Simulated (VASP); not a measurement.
# La2O3 (P-3m1) in VASP: notebook

The runs below take La2O3 through single point, with PBEsol, r2SCAN, PBE.

Everything below comes from runs of VASP 6.6.1. Logs are shortened: lines on timing, memory, paths and dates and some standing lists are left out, and cuts for length are marked.

## (1) The cell of the first run

Symmetry: P-3m1, No. 164, trigonal system. The conventional cell has a = 3.906 Å, b = 3.906 Å, c = 6.041 Å, α = 90.00°, β = 90.00°, γ = 120.00°. La (site symmetry 3m) has 7 O at 2.35 to 2.70 Å within 3.1 Å. O (site symmetry 3m) has 4 La at 2.35 to 2.42 Å and 3 O at 2.86 Å within 3.1 Å. Within 3.6 Å of O (site symmetry -3m) lie 6 La at 2.70 Å and 6 O at 3.11 Å.

## (2) Single point, PBEsol

File INCAR:

```
SYSTEM = La2O3
PREC = Accurate
ENCUT = 520
EDIFF = 1E-7
ISMEAR = -1
SIGMA = 0.02
LREAL = .FALSE.
LASPH = .TRUE.
NELM = 100
ALGO = Normal
ISIF = 2
LWAVE = .FALSE.
LCHARG = .TRUE.
GGA = PS
LELF = .TRUE.
LVHAR = .TRUE.
NBANDS = 28
```

File KPOINTS:

```
Automatic mesh
0
G
  6 6 4
  0 0 0
```

File POSCAR:

```
La2O3
1.0
    3.9060044530      0.0000000000      0.0000000000
   -1.9530022265      3.3826990836      0.0000000000
    0.0000000000      0.0000000000      6.0409491057
La O
2 3
Direct
    0.6666666667      0.3333333333      0.7546156493
    0.3333333333      0.6666666667      0.2453843507
    0.6666666667      0.3333333333      0.3540131892
    0.3333333333      0.6666666667      0.6459868108
    0.0000000000      0.0000000000      0.0000000000
```

Potentials or basis: VASP PAW PBE potentials, release 64 (La, O).

Started as:

```console
> cat potpaw_PBE.64/La/POTCAR potpaw_PBE.64/O/POTCAR > POTCAR
> mpirun -np 1 vasp_std > vasp.out
```

OUTCAR:

```text
SYSTEM = La2O3
   PREC = Accurate
   ENCUT = 520
   EDIFF = 1E-7
   ISMEAR = -1
   LREAL = .FALSE.
   LASPH = .TRUE.
   NELM = 100
   ISIF = 2
   GGA = PS

 ion  position               nearest neighbor table
   1  0.667  0.333  0.755-   4 2.35   4 2.35   4 2.35   3 2.42   5 2.70   5 2.70   5 2.70
   2  0.333  0.667  0.245-   3 2.35   3 2.35   3 2.35   4 2.42   5 2.70   5 2.70   5 2.70
   3  0.667  0.333  0.354-   2 2.35   2 2.35   2 2.35   1 2.42
   4  0.333  0.667  0.646-   1 2.35   1 2.35   1 2.35   2 2.42
   5  0.000  0.000  0.000-   1 2.70   2 2.70   1 2.70   2 2.70   1 2.70   2 2.70

  LATTYP: Found a hexagonal cell.
 ALAT       =     3.9060044530
 C/A-ratio  =     1.5465801891

  Lattice vectors:

 A1 = (   3.9060044530,   0.0000000000,   0.0000000000)
 A2 = (  -1.9530022265,   3.3826990836,   0.0000000000)
 A3 = (   0.0000000000,   0.0000000000,   6.0409491057)

Analysis of symmetry for initial positions (statically):
=====================================================================
 Subroutine PRICEL returns:
 Original cell was already a primitive cell.

 Routine SETGRP: Setting up the symmetry group for a
 hexagonal supercell.

 Subroutine GETGRP returns: Found 12 space group operations
 (whereof 12 operations were pure point group operations)
 out of a pool of 24 trial point group operations.

The static configuration has the point symmetry D_3d.

Analysis of symmetry for dynamics (positions and initial velocities):
=====================================================================
 Subroutine PRICEL returns:
 Original cell was already a primitive cell.

 Routine SETGRP: Setting up the symmetry group for a
 hexagonal supercell.

 Subroutine GETGRP returns: Found 12 space group operations
 (whereof 12 operations were pure point group operations)
 out of a pool of 24 trial point group operations.

The dynamic configuration has the point symmetry D_3d.

 Subroutine INISYM returns: Found 12 space group operations
 (whereof 12 operations are pure point group operations),
 and found     1 'primitive' translations

----------------------------------------------------------------------------------------

                                     Primitive cell

  volume of cell :      79.8181

  direct lattice vectors                    reciprocal lattice vectors
     3.906004453  0.000000000  0.000000000     0.256016093  0.147810960  0.000000000
    -1.953002226  3.382699084  0.000000000     0.000000000  0.295621921  0.000000000
     0.000000000  0.000000000  6.040949106     0.000000000  0.000000000  0.165536902

  length of vectors
     3.906004453  3.906004453  6.040949106     0.295621921  0.295621921  0.165536902

  position of ions in fractional coordinates (direct lattice)
     0.666666667  0.333333333  0.754615649
     0.333333333  0.666666667  0.245384351
     0.666666667  0.333333333  0.354013189
     0.333333333  0.666666667  0.645986811
     0.000000000  0.000000000  0.000000000

  ion indices of the primitive-cell ions
   primitive index   ion index
                 1           1
                 2           2
                 3           3
                 4           4
                 5           5

----------------------------------------------------------------------------------------

 KPOINTS: Automatic mesh

Automatic generation of k-mesh.
 Grid dimensions read from file:
 generate k-points for:    6    6    4

 Generating k-lattice:

  Cartesian coordinates                     Fractional coordinates (reciprocal lattice)
     0.042669349  0.024635160  0.000000000     0.166666667  0.000000000  0.000000000
     0.000000000  0.049270320  0.000000000     0.000000000  0.166666667  0.000000000
     0.000000000  0.000000000  0.041384225     0.000000000  0.000000000  0.250000000

  Length of vectors
     0.049270320  0.049270320  0.041384225

  Shift w.r.t. Gamma in fractional coordinates (k-lattice)
     0.000000000  0.000000000  0.000000000

 Subroutine IBZKPT returns following result:
 ===========================================

 Found     24 irreducible k-points:

 Following reciprocal coordinates:
            Coordinates               Weight
  0.000000  0.000000  0.000000      1.000000
  0.166667 -0.000000  0.000000      6.000000
  0.333333 -0.000000  0.000000      6.000000
  0.500000 -0.000000  0.000000      3.000000
  0.166667  0.166667  0.000000      6.000000
  0.333333  0.166667  0.000000     12.000000
[... 16 lines left out ...]
  0.333333  0.166667  0.500000     12.000000
  0.333333  0.333333  0.500000      2.000000
   k-points           NKPTS =     24   k-points in BZ     NKDIM =     24   number of bands    NBANDS=     28
   number of dos      NEDOS =    301   number of ions     NIONS =      5
   total plane-waves  NPLWV =  43200
   dimension x,y,z NGX =    30 NGY =   30 NGZ =   48
   dimension x,y,z NGXF=    60 NGYF=   60 NGZF=   96
   ions per type =               2   3
   NGX,Y,Z   is equivalent  to a cutoff of  12.77, 12.77, 13.21 a.u.
   NGXF,Y,Z  is equivalent  to a cutoff of  25.54, 25.54, 26.42 a.u.
 SYSTEM =  La2O3
   PREC   = accura    normal or accurate (medium, high low for compatibility)
   ISTART =      0    job   : 0-new  1-cont  2-samecut
   ICHARG =      2    charge: 1-file 2-atom 10-const
   ISPIN  =      1    spin polarized calculation?
   LNONCOLLINEAR =      F non collinear calculations
   LSORBIT =      F    spin-orbit coupling
   LASPH  =      T    aspherical Exc in radial PAW
   ENCUT  =  520.0 eV  38.22 Ry    6.18 a.u.   7.26  7.26 11.23*2*pi/ulx,y,z
   NELM   =    100;   NELMIN=  2; NELMDL= -5     # of ELM steps
   EDIFF  = 0.1E-06   stopping-criterion for ELM
   LREAL  =      F    real-space projection
   EDIFFG = 0.1E-05   stopping-criterion for IOM
   NSW    =      0    number of steps for IOM
   IBRION =     -1    ionic relax: 0-MD 1-quasi-New 2-CG
   NFREE  =      0    steps in history (QN), initial steepest desc. (CG)
   ISIF   =      2    stress and relaxation
   ISYM   =      2    0-nonsym 1-usesym 2-fastsym
   POTIM  = 0.5000    time-step for ionic-motion
   TEBEG  =    0.0;   TEEND  =   0.0 temperature during run
   PSTRESS=    0.0 pullay stress
   NELECT =      40.0000    total number of electrons
   NUPDOWN=      -1.0000    fix difference up-down
   EMIN   =  10.00;   EMAX   =-10.00  energy-range for DOS
   EFERMI =   0.00;   METHOD = LEGACY
   ISMEAR =    -1;   SIGMA  =   0.02  broadening in eV -4-tet -1-fermi 0-gaus
   EFERMI_NEDOS =   21; number of points for ismear=-14 and -15
   IALGO  =     38    algorithm
   IMIX   =      4    mixing-type and parameters
     AMIX     =   0.40;   BMIX     =  1.00
     AMIX_MAG =   1.60;   BMIX_MAG =  1.00
  volume/ion in A,a.u.               =      15.96       107.73
  Fermi-wavevector in a.u.,A,eV,Ry     =   1.300352  2.457310 23.006314  1.690916
  Thomas-Fermi vector in A             =   2.431557
   LORBIT       =      0    0 simple, 1 ext, 2 COOP (PROOUT), +10 PAW based schemes
   GGA     = PS    functional components
   LHFCALC =     F    Hartree Fock is set to
   AEXX    =    0.0000 exact exchange contribution
   IVDW    =     0    specifies the selected vdW correction
   LEPSILON=     F    determine dielectric tensor
   LRPA    =     F    only Hartree local field effects (RPA)
 non-spin polarized calculation
  energy-cutoff  :      520.00
  volume of cell :       79.82
 maximum number of plane-waves:      2189
 NGX is ok and might be reduce to    30
   NGX = 15   NGY = 15   NGZ = 23

 number of electron      39.9999995 magnetization

 Free energy of the ion-electron system (eV)
  ---------------------------------------------------
  ext. energy  EPLUGINS =         0.00000000
  ---------------------------------------------------
  free energy    TOTEN  =       -43.70946186 eV

  energy without entropy =      -43.70946186  energy(sigma->0) =      -43.70946186

 E-fermi :   6.4937     XC(G=0): -10.8447

 val. band max:        6.0687957689   @ k =   0.5000  -0.0000   0.5000
 cond. band min:       9.8535565653   @ k =   0.3333   0.3333   0.0000
 fundamental gap:      3.7847607964
 Fermi energy:         6.4936748716

 k-point     1 :       0.0000    0.0000    0.0000
  band No.  band energies     occupation
      1     -23.6281      2.00000
      2     -23.3449      2.00000
      3     -10.9138      2.00000
      4      -9.5829      2.00000
      5      -9.1449      2.00000
      6      -7.0939      2.00000
[... 20 lines left out ...]
     27      11.6332      0.00000
     28      11.8693      0.00000

 k-point     2 :       0.1667   -0.0000    0.0000
  band No.  band energies     occupation
      1     -23.5760      2.00000
      2     -23.3249      2.00000
      3     -10.9116      2.00000
      4     -10.0719      2.00000
      5      -9.4786      2.00000
      6      -7.2101      2.00000
[... 20 lines left out ...]
     27      11.7680      0.00000
     28      11.8383      0.00000

 k-point     3 :       0.3333   -0.0000    0.0000
  band No.  band energies     occupation
      1     -23.4590      2.00000
      2     -23.2943      2.00000
      3     -11.0944      2.00000
      4     -10.8390      2.00000
      5      -9.5392      2.00000
      6      -7.4109      2.00000
[... 20 lines left out ...]
     27      11.7049      0.00000
     28      11.7280      0.00000

 k-point     4 :       0.5000   -0.0000    0.0000
  band No.  band energies     occupation
      1     -23.3846      2.00000
      2     -23.2932      2.00000
      3     -11.2116      2.00000
      4     -11.2049      2.00000
      5      -9.3227      2.00000
      6      -7.7769      2.00000
[... 578 lines left out ...]
     27      11.6605      0.00000
     28      11.7823      0.00000

 k-point    23 :       0.3333    0.1667    0.5000
  band No.  band energies     occupation
      1     -23.3446      2.00000
      2     -23.3326      2.00000
      3     -11.3528      2.00000
      4     -11.1432      2.00000
      5      -9.4363      2.00000
      6      -7.5185      2.00000
[... 20 lines left out ...]
     27      11.6718      0.00000
     28      11.7226      0.00000

 k-point    24 :       0.3333    0.3333    0.5000
  band No.  band energies     occupation
      1     -23.3192      2.00000
      2     -23.3192      2.00000
      3     -11.2964      2.00000
      4     -11.2964      2.00000
      5      -9.7142      2.00000
      6      -7.7384      2.00000
[... 20 lines left out ...]
     27      11.6569      0.00000
     28      11.6919      0.00000

------------------------ aborting loop because EDIFF is reached ----------------------------------------

  FORCE on cell =-STRESS in cart. coord.  units (eV):
  Direction    XX          YY          ZZ          XY          YZ          ZX
  --------------------------------------------------------------------------------------
  -------------------------------------------------------------------------------------
  Total       -0.1030970     -0.1030970     -0.0935045      0.0000000      0.0000000      0.0000000
  in kB       -2.0694520     -2.0694520     -1.8769035      0.0000000      0.0000000      0.0000000
  external PRESSURE =      -2.0052691 kB  Pullay stress =       0.0000000 kB

 VOLUME and BASIS-vectors are now :
 -----------------------------------------------------------------------------
  energy-cutoff  :      520.00
  volume of cell :       79.82
      direct lattice vectors                 reciprocal lattice vectors
     3.906004453  0.000000000  0.000000000     0.256016093  0.147810960  0.000000000
    -1.953002226  3.382699084  0.000000000     0.000000000  0.295621921  0.000000000
     0.000000000  0.000000000  6.040949106     0.000000000  0.000000000  0.165536902

 POSITION                                       TOTAL-FORCE (eV/Angst)
 -----------------------------------------------------------------------------------
      1.95300      1.12757      4.55859         0.000000     -0.000000     -0.008113
     -0.00000      2.25513      1.48235        -0.000000      0.000000      0.008113
      1.95300      1.12757      2.13858        -0.000000      0.000000     -0.002562
     -0.00000      2.25513      3.90237         0.000000     -0.000000      0.002562
      0.00000      0.00000      0.00000         0.000000      0.000000     -0.000000
 -----------------------------------------------------------------------------------
    total drift:                               -0.000000      0.000000     -0.000000

  FREE ENERGIE OF THE ION-ELECTRON SYSTEM (eV)
  ---------------------------------------------------
  free  energy   TOTEN  =       -43.7094618621 eV

  energy  without entropy=      -43.7094618620  energy(sigma->0) =      -43.70946186
```

Wall time 60 s (1 thread of Intel Xeon 6975P-C (Granite Rapids), shared host); peak memory 0.23 GiB.

What came out:

| Property | Result |
| --- | --- |
| Free energy | -43.7095 eV |
| Pressure | -0.2 GPa |
| Largest force | 0.008 eV/Å |
| Band gap on the k mesh | 3.78 eV, indirect (least direct gap 3.87 eV) |

Forces on the atoms (eV/Å):
```
La   0.000  0.000 -0.008
La   0.000  0.000  0.008
O    0.000  0.000 -0.003
O    0.000  0.000  0.003
O    0.000  0.000  0.000
```

Caveat: the PAW data sets were made with another functional, which shifts forces and pressure a little; spin-orbit coupling is left out, which moves the levels of the heavy elements. A k mesh can miss the band edges.

## (3) Single point, r2SCAN

This run uses another cell than the first one, of 16.43 Å³/atom, 1.029 times its volume.

File POSCAR:

```
La2O3
1.0
    3.9351015402      0.0000000000      0.0000000000
   -1.9675507701      3.4078979003      0.0000000000
    0.0000000000      0.0000000000      6.1262271608
La O
2 3
Direct
    0.6666666667      0.3333333333      0.7538431652
    0.3333333333      0.6666666667      0.2461568348
    0.6666666667      0.3333333333      0.3538862911
    0.3333333333      0.6666666667      0.6461137089
    0.0000000000      0.0000000000      0.0000000000
```

File INCAR.step1:

```
SYSTEM = La2O3
PREC = Accurate ; ENCUT = 520
ISMEAR = -1 ; SIGMA = 0.02
LREAL = .FALSE. ; LASPH = .TRUE.
NELM = 60 ; NBANDS = 28
GGA = PE ; ALGO = Normal
EDIFF = 1E-4 ; LWAVE = .TRUE.
LCHARG = .FALSE.
```

File INCAR.step2:

```
SYSTEM = La2O3
PREC = Accurate ; ENCUT = 520
EDIFF = 1E-7 ; ISMEAR = -1
SIGMA = 0.02 ; LREAL = .FALSE.
LASPH = .TRUE. ; NELM = 60
ALGO = Normal ; ISIF = 2
LWAVE = .FALSE. ; LCHARG = .TRUE.
METAGGA = R2SCAN ; LMIXTAU = .TRUE.
LELF = .TRUE. ; LVHAR = .TRUE.
NBANDS = 28 ; ISTART = 1
```

File KPOINTS:

```
regular mesh
0
G
  6 6 4
  0 0 0
```

Potentials or basis: VASP PAW PBE potentials, release 64 (La, O).

Started as:

```console
> cat potpaw_PBE.64/La/POTCAR potpaw_PBE.64/O/POTCAR > POTCAR
> cp INCAR.step1 INCAR
> mpirun -np 1 vasp_std > vasp.out
> cp INCAR.step2 INCAR
> mpirun -np 1 vasp_std > vasp.out
```

Wall time 4 min (1 thread of Intel Xeon 6975P-C (Granite Rapids), shared host); peak memory 0.24 GiB.

It converged, with:

| Item | Value |
| --- | --- |
| Free energy | -96.0577 eV |
| Pressure | -0.4 GPa |
| Largest force | 0.022 eV/Å |
| Band gap on the k mesh | 4.24 eV, indirect (least direct gap 4.36 eV) |

Forces in eV/Å, atoms in the order of the input:
```
La   0.000  0.000 -0.022
La   0.000  0.000  0.022
O    0.000  0.000 -0.005
O    0.000  0.000  0.005
O    0.000  0.000  0.000
```

Stress tensor (GPa, compression positive):
```
-0.48  0.00  0.00
 0.00 -0.48  0.00
 0.00  0.00 -0.37
```

Levels at points of the mesh, in eV from the valence-band top:
| k point | band 17 | band 18 | band 19 | band 20 | band 21 | band 22 | band 23 | band 24 |
| --- | --- | --- | --- | --- | --- | --- | --- | --- |
| (0.00, 0.00, 0.00) | -1.64 | -0.38 | -0.38 | -0.11 | 4.78 | 5.12 | 5.12 | 5.74 |
| (0.50, 0.00, 0.00) | -0.74 | -0.67 | -0.42 | -0.30 | 4.30 | 5.26 | 5.77 | 5.81 |
| (0.00, 0.00, 0.50) | -0.99 | -0.76 | -0.28 | -0.28 | 5.23 | 5.27 | 5.27 | 5.52 |
| (0.50, 0.00, 0.50) | -0.96 | -0.70 | -0.37 | 0.00 | 4.92 | 5.08 | 5.71 | 5.81 |

Caveat: the PAW data sets were made with another functional, which shifts forces and pressure a little; spin-orbit coupling is left out, which moves the levels of the heavy elements.

(Part 1 of 2 ends here.)
